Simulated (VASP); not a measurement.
Here is a VASP 6.6.1 calculation.

INCAR

```
  ALGO = Normal
  EDIFF = 1E-6
  EDIFFG = -0.025
  ENCUT = 520
  GGA = PE
  IBRION = 2
  ISIF = 2
  ISMEAR = 0
  LASPH = T
  LCHARG = F
  LREAL = Auto
  LWAVE = F
  NELECT = 220.0
  NELM = 80
  NSW = 65
  PREC = Accurate
  SIGMA = 0.01
```

The input KPOINTS:

```
k-points
0
Gamma
  1 1 1
```

Contents of POSCAR:

```
B27P28
1.0
   -6.8222892028      0.0000000000      6.8222892028
   -6.8222892028     -6.8222892028      0.0000000000
    0.0000000000     -6.8222892028      6.8222892028
B P
27 28
Direct
    0.3396030373      0.3270636293     -0.0062697040
    0.3322283798      0.0008071756     -0.0005093977
    0.3396030373      0.6729363707     -0.0062697040
    0.3396030373      0.3270636293      0.3396030373
    0.3332907017      0.0001278949      0.3332907017
    0.3332907017      0.6666240350      0.3332907017
    0.3322283798      0.3328239357      0.6674738423
    0.3322283798      1.0008071756      0.6674738423
    0.3332907017      0.6666240350      0.6667945616
    0.6798928403      0.3289246088     -0.0044087245
    0.6674738423      0.0008071756     -0.0005093977
    0.6674738423      0.6655617132     -0.0005093977
    0.6674738423      0.3328239357      0.3322283798
    0.6674738423      1.0008071756      0.3322283798
    0.6667945616      0.6666240350      0.3332907017
    0.6674738423      0.3328239357      0.6674738423
    0.6666666667      0.0000000000      0.6666666667
    0.6674738423      0.6655617132      0.6674738423
   -0.0044087245      0.3289246088     -0.0044087245
   -0.0044087245      1.0132261736     -0.0044087245
   -0.0062697040      0.6729363707     -0.0062697040
   -0.0062697040      0.3270636293      0.3396030373
   -0.0005093977      0.0008071756      0.3322283798
   -0.0062697040      0.6729363707      0.3396030373
   -0.0044087245      0.3289246088      0.6798928403
   -0.0005093977      0.0008071756      0.6674738423
   -0.0005093977      0.6655617132      0.6674738423
    0.0772559568      0.4105892901      0.0772559568
    0.0838644625      0.0828022042      0.0838644625
    0.0772559568      0.7682321297      0.0772559568
    0.0772559568      0.4105892901      0.4348987964
    0.0823581817      0.0818177768      0.4179120208
    0.0823581817      0.7512453541      0.4179120208
    0.0838644625      0.4171977958      0.7494688708
    0.0838644625      0.0828022042      0.7494688708
    0.0823581817      0.7512453541      0.7484844434
    0.4348987964      0.4105892901      0.0772559568
    0.4179120208      0.0818177768      0.0823581817
    0.4179120208      0.7512453541      0.0823581817
    0.4179120208      0.4156915151      0.4179120208
    0.4179120208      0.0818177768      0.4179120208
    0.4166666667      0.7500000000      0.4166666667
    0.4179120208      0.4156915151      0.7484844434
    0.4168993928      0.0832557580      0.7499224246
    0.4179120208      0.7512453541      0.7484844434
    0.7494688708      0.4171977958      0.0838644625
    0.7494688708      0.0828022042      0.0838644625
    0.7484844434      0.7512453541      0.0823581817
    0.7484844434      0.4156915151      0.4179120208
    0.7499224246      0.0832557580      0.4168993928
    0.7484844434      0.7512453541      0.4179120208
    0.7494688708      0.4171977958      0.7494688708
    0.7499224246      0.0832557580      0.7499224246
    0.7499224246      0.7502327261      0.7499224246
    0.1666666667      0.5000000000      0.1666666667
```

Potentials or basis: VASP PAW PBE potentials, release 64 (B, P).

Command:

```console
$ cat potpaw_PBE.64/B/POTCAR potpaw_PBE.64/P/POTCAR > POTCAR
$ mpirun -np 1 vasp_gam > vasp.out
```

Question: What does it give for the energy gained by relaxing?

Answer: 0.5 meV/atom.

Forces on the atoms (eV/Å):
```
B    0.000 -0.014  0.000
B    0.009 -0.009 -0.001
B    0.014  0.000  0.000
B    0.000  0.000 -0.014
B   -0.010 -0.010 -0.010
B    0.010  0.010 -0.010
B    0.001 -0.009 -0.009
B    0.009 -0.001 -0.009
B    0.010 -0.010  0.010
B   -0.004  0.004  0.004
B   -0.001 -0.009  0.009
B    0.009  0.001  0.009
B   -0.009  0.001 -0.009
B   -0.001  0.009 -0.009
B   -0.010  0.010  0.010
B   -0.009 -0.009  0.001
B    0.000  0.000  0.000
B    0.009  0.009  0.001
B    0.004  0.004 -0.004
B   -0.004 -0.004 -0.004
B    0.000  0.000  0.014
B   -0.014  0.000  0.000
B   -0.009  0.009 -0.001
B    0.000  0.014  0.000
B    0.004 -0.004  0.004
B   -0.009 -0.001  0.009
B    0.001  0.009  0.009
P   -0.003 -0.003  0.003
P    0.000  0.000 -0.003
P    0.003  0.003  0.003
P   -0.003  0.003 -0.003
P    0.007 -0.006 -0.006
P    0.006 -0.007 -0.006
P    0.003  0.000  0.000
P    0.000 -0.003  0.000
P    0.006 -0.006 -0.007
P    0.003 -0.003 -0.003
P   -0.006  0.007 -0.006
P   -0.007  0.006 -0.006
P    0.006  0.006  0.007
P   -0.006 -0.006  0.007
P    0.000  0.000  0.000
P    0.006  0.007  0.006
P   -0.003  0.003  0.003
P   -0.007 -0.006  0.006
P    0.000  0.003  0.000
P   -0.003  0.000  0.000
P   -0.006  0.006 -0.007
P    0.007  0.006  0.006
P    0.003 -0.003  0.003
P   -0.006 -0.007  0.006
P    0.000  0.000  0.003
P    0.003  0.003 -0.003
P   -0.003 -0.003 -0.003
P    0.000  0.000  0.000
```

Caveat: the k points lie up to 0.80 Å⁻¹ apart; the cell carries a net charge on a neutralising background, which shifts energy and pressure; the cell differs from its parent crystal (with an interstitial atom).
